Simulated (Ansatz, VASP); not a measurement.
CdSe: VASP beside Ansatz

```
Cd Se
1.0
     4.06065    0.00000    0.00000
    -2.03033    3.51663    0.00000
     0.00000    0.00000    6.67977
Cd Se
2 2
Cartesian
  0.0000 2.3444 0.0399
  2.0303 1.1722 3.3797
  0.0000 2.3444 2.5319
  2.0303 1.1722 5.8717
```

Alike in both runs: task single point; functional LDA; k mesh 6 × 6 × 4; no spin polarisation.

```csv
,VASP,Ansatz
version,VASP 6.6.1,Ansatz 0.2.0
potentials or method,"VASP PAW LDA potentials, release 64 (Cd, Se), cutoff 520 eV","all-electron LAPW, scalar-relativistic"
occupations,"gaussian, width 0.01 eV",fixed
```

```csv
,VASP,Ansatz,Ansatz less VASP
gap on the k mesh at the Fermi level (eV),0.75,0.71,-0.043
pressure (GPa),10.9,10.0,-0.86
```

LDA's correlation is that of Perdew and Zunger in VASP and of Perdew and Wang (1992) in Ansatz. Ansatz ran all-electron here, and VASP with PAW potentials.
